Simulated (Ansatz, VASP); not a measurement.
One calculation of SrTiO3, two programs

```
Sr Ti O
1.0
     3.78446    0.00000    0.00000
     0.00000    3.78446    0.00000
     0.00000    0.00000    3.78446
Sr Ti O
1 1 3
Direct
  0.50000 0.50000 0.50000
  0.00000 0.00000 0.00000
  0.50000 0.00000 0.00000
  0.00000 0.50000 0.00000
  0.00000 0.00000 0.50000
```

Alike in both runs: task single point; functional PBEsol; k mesh 6 × 6 × 6; occupations gaussian, width 0.05 eV; no spin polarisation.

|  | VASP | Ansatz |
| --- | --- | --- |
| version | VASP 6.6.1 | Ansatz 0.2.0 |
| potentials or method | VASP PAW PBE potentials, release 64 (Sr_sv, Ti_sv, O), cutoff 520 eV | scalar-relativistic, plane waves, PAW |
| valence electrons in the cell | 40 | 40 |

|  | VASP | Ansatz | Ansatz less VASP |
| --- | --- | --- | --- |
| gap on the k mesh at the Fermi level (eV) | 1.95 | 1.99 | +0.039 |
| least direct gap on the mesh (eV) | 2.24 | 2.26 | +0.022 |
| pressure (GPa) | 19.5 | 18.6 | -0.88 |

VASP's potentials were made for PBE, not for PBEsol. With one functional, cell and mesh, what is left measures potentials, basis and numerics.
